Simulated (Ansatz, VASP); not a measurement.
# Sn in VASP and in Ansatz

```
CELL_PARAMETERS angstrom
-2.96432 2.96432 1.61635
2.96432 -2.96432 1.61635
2.96432 2.96432 -1.61635
ATOMIC_POSITIONS crystal
Sn 0.75000 0.25000 0.50000
Sn 0.00000 0.00000 0.00000
```

Alike in both runs: task relaxation of cell and atoms; functional PBE; dispersion D3(BJ); k mesh 14 × 14 × 14; occupations gaussian, width 0.1 eV; no spin polarisation.

|  | VASP | Ansatz |
| --- | --- | --- |
| version | VASP 6.6.1 | Ansatz 0.2.0 |
| potentials or method | VASP PAW PBE potentials, release 64 (Sn_d), cutoff 600 eV | scalar-relativistic, plane waves, PAW |
| valence electrons in the cell | 28 | 28 |

|  | VASP | Ansatz | Ansatz less VASP |
| --- | --- | --- | --- |
| gap on the k mesh at the Fermi level, each at its own relaxed structure (eV) | none | none | - |
| relaxed volume (Å³/atom) | 27.20 | 27.20 | +0.008 |
| relaxed cell length with the largest relative difference (Å) | 4.428 | 4.428 | +0.0001 |

A gap of «none» marks a metal or a gap that the smearing closes.
